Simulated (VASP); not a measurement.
Sc3AlP, 5 atoms in the cell. The structure is hexagonal, space group P-6m2 (No. 187). The conventional cell has a = 4.524 Å, b = 4.524 Å, c = 6.164 Å, α = 90.00°, β = 90.00°, γ = 120.00°. Within 3.8 Å of Sc (site symmetry 3m) lie 5 Sc at 2.87 to 3.30 Å and 3 P at 2.98 Å and 3 Al at 3.09 Å. Sc (site symmetry -6m2) has 3 Al at 2.61 Å and 2 P at 3.08 Å and 6 Sc at 3.09 Å within 3.4 Å. Al (site symmetry -6m2) has 9 Sc at 2.61 to 3.09 Å within 3.4 Å. Within 3.9 Å of P (site symmetry -6m2) lie 8 Sc at 2.98 to 3.08 Å. 

| Quantity | Value |
| --- | --- |
| Program | VASP 6.6.1 |
| Task | single point |
| Functional | PBE |
| Potentials or basis | VASP PAW PBE potentials, release 64 (Sc_sv, Al, P) |
| Cutoff | 520 eV |
| k mesh | 12 × 12 × 6 |
| Occupations | gaussian, width 0.1 eV |
| Spin | no spin polarisation |
| Dipole correction | no |
| Further INCAR settings | ALGO = Normal; EDIFF = 1e-06; NBANDS = 28 |

Potentials or basis: VASP PAW PBE potentials, release 64 (Sc_sv, Al, P).

Command:

```console
$ cat potpaw_PBE.64/Sc_sv/POTCAR potpaw_PBE.64/Al/POTCAR potpaw_PBE.64/P/POTCAR > POTCAR
$ mpirun -np 1 vasp_std > vasp.out
```

Hardware: 1 thread of AMD EPYC 9R45 96-Core Processor (Zen 5), with other jobs on the host.

Task: How long does it take, and how much memory?

Result: It took 3 min on 1 thread of AMD EPYC 9R45 96-Core Processor (Zen 5), with other jobs on the host, peak memory 0.34 GiB. Counts: scf iterations 14, k points 76.
